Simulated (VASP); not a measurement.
# Na3TeH (Pm-3m) in VASP: further runs

Na3TeH is run at these levels: PBE+D3(BJ); tasks: single point, relaxation of cell and atoms.

Everything below comes from runs of VASP 6.6.1. Logs are shortened: lines on timing, memory, paths and dates and some standing lists are left out, and cuts for length are marked.

### Step 1. The cell of the first run

Symmetry: Pm-3m, No. 221, cubic system. The conventional cell has a = 4.642 Å, b = 4.642 Å, c = 4.642 Å, α = 90.00°, β = 90.00°, γ = 90.00°. Na (site symmetry 4/mmm) has 2 H at 2.32 Å within 3.1 Å. Te (site symmetry m-3m) has 12 Na at 3.28 Å and 8 H at 4.02 Å within 4.3 Å. H (site symmetry m-3m) has 6 Na at 2.32 Å within 3.1 Å.

### Step 2. Single point, PBE+D3(BJ)

INCAR reads:

```
SYSTEM = Na3TeH
PREC = Accurate
ENCUT = 520
EDIFF = 1E-6
ISMEAR = 0
SIGMA = 0.02
LREAL = .FALSE.
LASPH = .TRUE.
NELM = 80
ALGO = Normal
ISIF = 2
LWAVE = .FALSE.
LCHARG = .TRUE.
GGA = PE
IVDW = 12
LELF = .TRUE.
LVHAR = .TRUE.
NBANDS = 22
```

KPOINTS reads:

```
Automatic mesh
0
G
  6 6 6
  0 0 0
```

POSCAR reads:

```
Na3TeH
1.0
    4.6420299226      0.0000000000      0.0000000000
    0.0000000000      4.6420299226      0.0000000000
    0.0000000000      0.0000000000      4.6420299226
Na Te H
3 1 1
Direct
    0.5000000000      0.0000000000      0.5000000000
    0.0000000000      0.5000000000      0.5000000000
    0.5000000000      0.5000000000      0.0000000000
    0.0000000000      0.0000000000      0.0000000000
    0.5000000000      0.5000000000      0.5000000000
```

Potentials or basis: VASP PAW PBE potentials, release 64 (Na_pv, Te, H).

The run is started by

```sh
> cat potpaw_PBE.64/Na_pv/POTCAR potpaw_PBE.64/Te/POTCAR potpaw_PBE.64/H/POTCAR > POTCAR
> mpirun -np 1 vasp_std > vasp.out
```

OUTCAR:

```text
SYSTEM = Na3TeH
   PREC = Accurate
   ENCUT = 520
   EDIFF = 1E-6
   ISMEAR = 0
   LREAL = .FALSE.
   LASPH = .TRUE.
   NELM = 80
   ISIF = 2
   GGA = PE
   IVDW = 12
 IVDW          = 12

 ion  position               nearest neighbor table
   1  0.500  0.000  0.500-
   2  0.000  0.500  0.500-
   3  0.500  0.500  0.000-
   4  0.000  0.000  0.000-
   5  0.500  0.500  0.500-

  LATTYP: Found a simple cubic cell.
 ALAT       =     4.6420299226

  Lattice vectors:

 A1 = (   4.6420299226,   0.0000000000,   0.0000000000)
 A2 = (   0.0000000000,   4.6420299226,   0.0000000000)
 A3 = (   0.0000000000,   0.0000000000,   4.6420299226)

Analysis of symmetry for initial positions (statically):
=====================================================================
 Subroutine PRICEL returns:
 Original cell was already a primitive cell.

 Routine SETGRP: Setting up the symmetry group for a
 simple cubic supercell.

 Subroutine GETGRP returns: Found 48 space group operations
 (whereof 48 operations were pure point group operations)
 out of a pool of 48 trial point group operations.

The static configuration has the point symmetry O_h .

Analysis of symmetry for dynamics (positions and initial velocities):
=====================================================================
 Subroutine PRICEL returns:
 Original cell was already a primitive cell.

 Routine SETGRP: Setting up the symmetry group for a
 simple cubic supercell.

 Subroutine GETGRP returns: Found 48 space group operations
 (whereof 48 operations were pure point group operations)
 out of a pool of 48 trial point group operations.

The dynamic configuration has the point symmetry O_h .

 Subroutine INISYM returns: Found 48 space group operations
 (whereof 48 operations are pure point group operations),
 and found     1 'primitive' translations

----------------------------------------------------------------------------------------

                                     Primitive cell

  volume of cell :     100.0285

  direct lattice vectors                    reciprocal lattice vectors
     4.642029923  0.000000000  0.000000000     0.215422997  0.000000000  0.000000000
     0.000000000  4.642029923  0.000000000     0.000000000  0.215422997  0.000000000
     0.000000000  0.000000000  4.642029923     0.000000000  0.000000000  0.215422997

  length of vectors
     4.642029923  4.642029923  4.642029923     0.215422997  0.215422997  0.215422997

  position of ions in fractional coordinates (direct lattice)
     0.500000000  0.000000000  0.500000000
     0.000000000  0.500000000  0.500000000
     0.500000000  0.500000000  0.000000000
     0.000000000  0.000000000  0.000000000
     0.500000000  0.500000000  0.500000000

  ion indices of the primitive-cell ions
   primitive index   ion index
                 1           1
                 2           2
                 3           3
                 4           4
                 5           5

----------------------------------------------------------------------------------------

 KPOINTS: Automatic mesh

Automatic generation of k-mesh.
 Grid dimensions read from file:
 generate k-points for:    6    6    6

 Generating k-lattice:

  Cartesian coordinates                     Fractional coordinates (reciprocal lattice)
     0.035903833  0.000000000  0.000000000     0.166666667  0.000000000  0.000000000
     0.000000000  0.035903833  0.000000000     0.000000000  0.166666667  0.000000000
     0.000000000  0.000000000  0.035903833     0.000000000  0.000000000  0.166666667

  Length of vectors
     0.035903833  0.035903833  0.035903833

  Shift w.r.t. Gamma in fractional coordinates (k-lattice)
     0.000000000  0.000000000  0.000000000

 Subroutine IBZKPT returns following result:
 ===========================================

 Found     20 irreducible k-points:

 Following reciprocal coordinates:
            Coordinates               Weight
  0.000000  0.000000  0.000000      1.000000
  0.166667  0.000000  0.000000      6.000000
  0.333333  0.000000  0.000000      6.000000
  0.500000  0.000000  0.000000      3.000000
  0.166667  0.166667  0.000000     12.000000
  0.333333  0.166667  0.000000     24.000000
[... 12 lines left out ...]
  0.500000  0.500000  0.333333      6.000000
  0.500000  0.500000  0.500000      1.000000
   k-points           NKPTS =     20   k-points in BZ     NKDIM =     20   number of bands    NBANDS=     22
   number of dos      NEDOS =    301   number of ions     NIONS =      5
   total plane-waves  NPLWV =  46656
   dimension x,y,z NGX =    36 NGY =   36 NGZ =   36
   dimension x,y,z NGXF=    72 NGYF=   72 NGZF=   72
   ions per type =               3   1   1
   NGX,Y,Z   is equivalent  to a cutoff of  12.89, 12.89, 12.89 a.u.
   NGXF,Y,Z  is equivalent  to a cutoff of  25.79, 25.79, 25.79 a.u.
 SYSTEM =  Na3TeH
   PREC   = accura    normal or accurate (medium, high low for compatibility)
   ISTART =      0    job   : 0-new  1-cont  2-samecut
   ICHARG =      2    charge: 1-file 2-atom 10-const
   ISPIN  =      1    spin polarized calculation?
   LNONCOLLINEAR =      F non collinear calculations
   LSORBIT =      F    spin-orbit coupling
   LASPH  =      T    aspherical Exc in radial PAW
   ENCUT  =  520.0 eV  38.22 Ry    6.18 a.u.   8.63  8.63  8.63*2*pi/ulx,y,z
   NELM   =     80;   NELMIN=  2; NELMDL= -5     # of ELM steps
   EDIFF  = 0.1E-05   stopping-criterion for ELM
   LREAL  =      F    real-space projection
   EDIFFG = 0.1E-04   stopping-criterion for IOM
   NSW    =      0    number of steps for IOM
   IBRION =     -1    ionic relax: 0-MD 1-quasi-New 2-CG
   NFREE  =      0    steps in history (QN), initial steepest desc. (CG)
   ISIF   =      2    stress and relaxation
   ISYM   =      2    0-nonsym 1-usesym 2-fastsym
   POTIM  = 0.5000    time-step for ionic-motion
   TEBEG  =    0.0;   TEEND  =   0.0 temperature during run
   PSTRESS=    0.0 pullay stress
   NELECT =      28.0000    total number of electrons
   NUPDOWN=      -1.0000    fix difference up-down
   EMIN   =  10.00;   EMAX   =-10.00  energy-range for DOS
   EFERMI =   0.00;   METHOD = LEGACY
   ISMEAR =     0;   SIGMA  =   0.02  broadening in eV -4-tet -1-fermi 0-gaus
   EFERMI_NEDOS =   21; number of points for ismear=-14 and -15
   IALGO  =     38    algorithm
   IMIX   =      4    mixing-type and parameters
     AMIX     =   0.40;   BMIX     =  1.00
     AMIX_MAG =   1.60;   BMIX_MAG =  1.00
  volume/ion in A,a.u.               =      20.01       135.01
  Fermi-wavevector in a.u.,A,eV,Ry     =   1.070910  2.023726 15.603813  1.146848
  Thomas-Fermi vector in A             =   2.206634
   LORBIT       =      0    0 simple, 1 ext, 2 COOP (PROOUT), +10 PAW based schemes
   GGA     = PE    functional components
   LHFCALC =     F    Hartree Fock is set to
   AEXX    =    0.0000 exact exchange contribution
   IVDW    =    12    specifies the selected vdW correction
   LEPSILON=     F    determine dielectric tensor
   LRPA    =     F    only Hartree local field effects (RPA)
 non-spin polarized calculation
 Gauss-broadening in eV      SIGMA  =   0.02
  energy-cutoff  :      520.00
  volume of cell :      100.03
 maximum number of plane-waves:      2730
 NGX is ok and might be reduce to    36
   NGX = 17   NGY = 17   NGZ = 17

 number of electron      28.0000060 magnetization

 Free energy of the ion-electron system (eV)
  ---------------------------------------------------
  ext. energy  EPLUGINS =         0.00000000
  ---------------------------------------------------
  free energy    TOTEN  =       -13.61818689 eV

  energy without entropy =      -13.61818689  energy(sigma->0) =      -13.61818689

 E-fermi :   2.1168     XC(G=0):  -8.4505

 val. band max:        1.9477214008   @ k =   0.5000   0.5000   0.0000
 cond. band min:       4.8142530247   @ k =   0.5000   0.0000   0.0000
 fundamental gap:      2.8665316239
 Fermi energy:         2.1167931054

 k-point     1 :       0.0000    0.0000    0.0000
  band No.  band energies     occupation
      1     -21.2325      2.00000
      2     -21.2325      2.00000
      3     -21.2325      2.00000
      4     -21.1847      2.00000
      5     -21.1847      2.00000
      6     -21.1847      2.00000
[... 14 lines left out ...]
     21      10.3289      0.00000
     22      10.3289      0.00000

 k-point     2 :       0.1667    0.0000    0.0000
  band No.  band energies     occupation
      1     -21.2291      2.00000
      2     -21.2291      2.00000
      3     -21.2280      2.00000
      4     -21.1858      2.00000
      5     -21.1858      2.00000
      6     -21.1851      2.00000
[... 14 lines left out ...]
     21      10.4967      0.00000
     22      10.7808      0.00000

 k-point     3 :       0.3333    0.0000    0.0000
  band No.  band energies     occupation
      1     -21.2206      2.00000
      2     -21.2206      2.00000
      3     -21.2156      2.00000
      4     -21.1894      2.00000
      5     -21.1894      2.00000
      6     -21.1860      2.00000
[... 14 lines left out ...]
     21      10.7841      0.00000
     22      10.9713      0.00000

 k-point     4 :       0.5000    0.0000    0.0000
  band No.  band energies     occupation
      1     -21.2148      2.00000
      2     -21.2148      2.00000
      3     -21.2045      2.00000
      4     -21.1928      2.00000
      5     -21.1928      2.00000
      6     -21.1864      2.00000
[... 14 lines left out ...]
     21      11.4207      0.00000
     22      11.6103      0.00000

 k-point     5 :       0.1667    0.1667    0.0000
  band No.  band energies     occupation
      1     -21.2317      2.00000
      2     -21.2256      2.00000
      3     -21.2190      2.00000
      4     -21.1915      2.00000
      5     -21.1866      2.00000
      6     -21.1807      2.00000
[... 14 lines left out ...]
     21       9.5471      0.00000
     22      11.2584      0.00000

 k-point     6 :       0.3333    0.1667    0.0000
  band No.  band energies     occupation
      1     -21.2268      2.00000
      2     -21.2170      2.00000
      3     -21.2087      2.00000
      4     -21.1983      2.00000
      5     -21.1895      2.00000
      6     -21.1770      2.00000
[... 14 lines left out ...]
     21       9.7231      0.00000
     22      11.2048      0.00000

 k-point     7 :       0.5000    0.1667    0.0000
  band No.  band energies     occupation
      1     -21.2158      2.00000
      2     -21.2156      2.00000
      3     -21.2109      2.00000
      4     -21.1949      2.00000
      5     -21.1927      2.00000
      6     -21.1833      2.00000
[... 224 lines left out ...]
      6     -21.1747      2.00000
[... 14 lines left out ...]
     21      10.0562      0.00000
     22      12.4118      0.00000

 k-point    17 :       0.3333    0.3333    0.3333
  band No.  band energies     occupation
      1     -21.2438      2.00000
      2     -21.2223      2.00000
      3     -21.2223      2.00000
      4     -21.2194      2.00000
      5     -21.1698      2.00000
      6     -21.1698      2.00000
[... 14 lines left out ...]
     21      10.7642      0.00000
     22      12.4921      0.00000

 k-point    18 :       0.5000    0.3333    0.3333
  band No.  band energies     occupation
      1     -21.2459      2.00000
      2     -21.2291      2.00000
      3     -21.2265      2.00000
      4     -21.2215      2.00000
      5     -21.1680      2.00000
      6     -21.1622      2.00000
[... 14 lines left out ...]
     21      11.7428      0.00000
     22      13.3743      0.00000

 k-point    19 :       0.5000    0.5000    0.3333
  band No.  band energies     occupation
      1     -21.2514      2.00000
      2     -21.2331      2.00000
      3     -21.2275      2.00000
      4     -21.2275      2.00000
      5     -21.1612      2.00000
      6     -21.1612      2.00000
[... 14 lines left out ...]
     21      11.2858      0.00000
     22      13.6977      0.00000

 k-point    20 :       0.5000    0.5000    0.5000
  band No.  band energies     occupation
      1     -21.2588      2.00000
      2     -21.2328      2.00000
      3     -21.2328      2.00000
      4     -21.2328      2.00000
      5     -21.1563      2.00000
      6     -21.1563      2.00000
[... 14 lines left out ...]
     21      12.2126      0.00000
     22      13.8682      0.00000

------------------------ aborting loop because EDIFF is reached ----------------------------------------

 Edisp (eV)   -1.26410

 E8    (eV) :    -0.5820

  FORCE on cell =-STRESS in cart. coord.  units (eV):
  Direction    XX          YY          ZZ          XY          YZ          ZX
  --------------------------------------------------------------------------------------
  -------------------------------------------------------------------------------------
  Total       0.03468     0.03468     0.03468     0.00000     0.00000    -0.00000
  in kB       0.55553     0.55553     0.55553     0.00000     0.00000    -0.00000
  external pressure =        0.56 kB  Pullay stress =        0.00 kB

 VOLUME and BASIS-vectors are now :
 -----------------------------------------------------------------------------
  energy-cutoff  :      520.00
  volume of cell :      100.03
      direct lattice vectors                 reciprocal lattice vectors
     4.642029923  0.000000000  0.000000000     0.215422997  0.000000000  0.000000000
     0.000000000  4.642029923  0.000000000     0.000000000  0.215422997  0.000000000
     0.000000000  0.000000000  4.642029923     0.000000000  0.000000000  0.215422997

 POSITION                                       TOTAL-FORCE (eV/Angst)
 -----------------------------------------------------------------------------------
      2.32101      0.00000      2.32101         0.000000      0.000000      0.000000
      0.00000      2.32101      2.32101         0.000000      0.000000      0.000000
      2.32101      2.32101      0.00000         0.000000      0.000000      0.000000
      0.00000      0.00000      0.00000         0.000000      0.000000      0.000000
      2.32101      2.32101      2.32101         0.000000      0.000000      0.000000
 -----------------------------------------------------------------------------------
    total drift:                                0.000000      0.000000      0.000000

  FREE ENERGIE OF THE ION-ELECTRON SYSTEM (eV)
  ---------------------------------------------------
  free  energy   TOTEN  =       -14.8822892676 eV

  energy  without entropy=      -14.8822892676  energy(sigma->0) =      -14.88228927
```

It took 29 s on 1 thread of Intel Xeon Platinum 8259CL at 2.50GHz (Skylake/Cascade Lake), shared host; peak memory 0.23 GiB.

What came out:

```
Free energy                : -14.8823 eV
Pressure                   : 0.1 GPa
Band gap on the k mesh     : 2.87 eV (least direct gap 3.07 eV)
Dispersion energy per atom : -0.253 eV
```

Caveat: spin-orbit coupling is left out, which moves the levels of the heavy elements.

(Part 1 of 2 ends here.)
